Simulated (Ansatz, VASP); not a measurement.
**Two plane-wave programs on InSb**

INCAR

```
SYSTEM = InSb
PREC = Accurate
ENCUT = 500
EDIFF = 1E-6
ISMEAR = 0
SIGMA = 0.1
LREAL = .FALSE.
LASPH = .TRUE.
NELM = 120
ALGO = Normal
ISIF = 2
LWAVE = .FALSE.
LCHARG = .FALSE.
GGA = PS
NBANDS = 16
GGA_COMPAT = .FALSE.
```

The input KPOINTS:

```
regular mesh
0
G
  4 4 4
  0 0 0
```

The input POSCAR:

```
InSb
1.0
    0.0000000000      3.2598197762      3.2598197762
    3.2598197762      0.0000000000      3.2598197762
    3.2598197762      3.2598197762      0.0000000000
In Sb
1 1
Direct
    0.0000000000      0.0000000000      0.0000000000
    0.7500000000      0.7500000000      0.7500000000
```

Input for Ansatz:

```yaml
crystal:
  lattice:
    - [0.0, 3.2598197762, 3.2598197762]
    - [3.2598197762, 0.0, 3.2598197762]
    - [3.2598197762, 3.2598197762, 0.0]
  atoms:
    - { symbol: In, position: [0.0, 0.0, 0.0] }
    - { symbol: Sb, position: [0.75, 0.75, 0.75] }
basis:
  ecutwfc: 420
kpoints:
  mp_grid: { grid: [4, 4, 4] }
hamiltonian:
  xc: pbesol
  pseudopotentials: { kind: paw, azcp: { folder: soft_1 } }
scf:
  occupations: { method: gaussian, width: 0.1 }
output:
  forces: true
  stress: true
  eigenvalues: true
```

Alike in both runs: task single point; functional PBEsol; k mesh 4 × 4 × 4; occupations gaussian, width 0.1 eV; no spin polarisation.

|  | VASP | Ansatz |
| --- | --- | --- |
| version | VASP 6.6.1 | Ansatz 0.2.0 |
| potentials or method | VASP PAW PBE potentials, release 64 (In_d, Sb), cutoff 500 eV | scalar-relativistic, plane waves, PAW |
| valence electrons in the cell | 18 | 28 |

```tsv
	VASP	Ansatz	Ansatz less VASP
gap on the k mesh at the Fermi level (eV)	none	none	-
pressure (GPa)	0.5	0.5	-0.01
```

VASP's potentials were made for PBE, not for PBEsol, and Ansatz warns of the same on its side. A gap of «none» marks a metal or a gap that the smearing closes. VASP's potentials hold 18 valence electrons a cell and Ansatz's 28, so a difference there can come from the potentials and not from the codes.

The k mesh is coarse, so the values compare programs but aren't converged. Neither program's run includes spin-orbit coupling.
